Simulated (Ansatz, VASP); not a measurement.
# SrCl2 in VASP and in Ansatz

The input INCAR:

```
  PREC = Accurate
  ENCUT = 520
  EDIFF = 1E-6
  ISMEAR = 0
  SIGMA = 0.05
  LREAL = False
  LASPH = True
  NELM = 80
  ALGO = Normal
  ISIF = 2
  LWAVE = False
  LCHARG = True
  GGA = PE
  LELF = True
  LVHAR = True
  NBANDS = 19
```

The input KPOINTS:

```
regular mesh
0
Gamma
  6 6 6
```

The input POSCAR:

```
SrCl2
1.0
    0.0000000000      3.4980007355      3.7900837969
    3.4980007355      0.0000000000      3.7900837969
    3.4980007355      3.4980007355      0.0000000000
Sr Cl
1 2
Direct
    0.0000000000      0.0000000000      0.0000000000
    0.2500000000      0.2500000000      0.2500000000
    0.7500000000      0.7500000000      0.7500000000
```

Input for Ansatz:

```yaml
crystal:
  lattice:
    - [0.0, 3.4980007355, 3.7900837969]
    - [3.4980007355, 0.0, 3.7900837969]
    - [3.4980007355, 3.4980007355, 0.0]
  atoms:
    - { symbol: Sr, position: [0.0, 0.0, 0.0] }
    - { symbol: Cl, position: [0.25, 0.25, 0.25] }
    - { symbol: Cl, position: [0.75, 0.75, 0.75] }
basis:
  ecutwfc: 420
kpoints:
  mp_grid: { grid: [6, 6, 6] }
hamiltonian:
  xc: pbe
scf:
  occupations: { method: gaussian, width: 0.05 }
output:
  forces: true
  stress: true
  eigenvalues: true
```

Alike in both runs: task single point; functional PBE; k mesh 6 × 6 × 6; occupations gaussian, width 0.05 eV; no spin polarisation.

|  | VASP | Ansatz |
| --- | --- | --- |
| version | VASP 6.6.1 | Ansatz 0.2.0 |
| potentials or method | VASP PAW PBE potentials, release 64 (Sr_sv, Cl), cutoff 520 eV | scalar-relativistic, plane waves, PAW |
| valence electrons in the cell | 24 | 24 |

```tsv
	VASP	Ansatz	Ansatz less VASP
gap on the k mesh at the Fermi level (eV)	4.68	4.69	+0.002
least direct gap on the mesh (eV)	4.96	4.96	0.000
pressure (GPa)	-1.7	-1.7	-0.05
traceless stress, the component that is largest in VASP (GPa)	-2.42	-2.43	-0.012
```
